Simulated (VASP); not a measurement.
Wanted: the native input for a VASP 6.6.1 run.

| Quantity | Value |
| --- | --- |
| Task | relaxation of shape and atoms at fixed volume |
| Functional | PBEsol |
| Potentials or basis | VASP PAW PBE potentials, release 64 (Zn, S) |
| Cutoff | 600 eV |
| k mesh | 10 × 10 × 6 |
| Occupations | gaussian, width 0.05 eV |
| Spin | no spin polarisation |
| Dipole correction | no |
| Further INCAR settings | ALGO = Normal; EDIFF = 1e-06; IBRION = 2; EDIFFG = -0.01; NSW = 60; ISIF = 4 |

The structure of ZnS lies in POSCAR:

```
ZnS
1.0
    3.7562414867      0.0000000000      0.0000000000
   -1.8781207434      3.2530005502      0.0000000000
    0.0000000000      0.0000000000      6.1679741114
Zn S
2 2
Direct
    0.3333333333      0.6666666667      0.0054595352
    0.6666666667      0.3333333333      0.5054595352
    0.3333333333      0.6666666667      0.3795404648
    0.6666666667      0.3333333333      0.8795404648
```

This cell differs from its parent crystal: volume scaled by 0.980.

One way to write it, as run:

INCAR

```
PREC = Accurate ; ENCUT = 600
EDIFF = 1E-6 ; ISMEAR = 0
SIGMA = 0.05 ; LREAL = False
LASPH = True ; NELM = 100
ALGO = Normal ; ISIF = 4
LWAVE = False ; LCHARG = False
GGA = PS ; IBRION = 2
NSW = 60 ; EDIFFG = -0.01
```

KPOINTS

```
Automatic mesh
0
Gamma
  10 10 6
```

Potentials or basis: VASP PAW PBE potentials, release 64 (Zn, S).

Run with:

```console
$ cat potpaw_PBE.64/Zn/POTCAR potpaw_PBE.64/S/POTCAR > POTCAR
$ mpirun -np 1 vasp_std > vasp.out
```

Results of the run:

```json
{
  "Pressure after relaxing": "1.8 GPa",
  "Largest force after relaxing": "0.006 eV/Å",
  "Band gap on the k mesh": "2.25 eV, direct"
}
```

Caveat: the relaxation stopped at its first step, so nothing moved; the PAW data sets were made with another functional, which shifts forces and pressure a little.

It took 79 s on 1 thread of AMD EPYC 7R13 Processor (Zen 3), with other jobs on the host, peak memory 0.22 GiB.
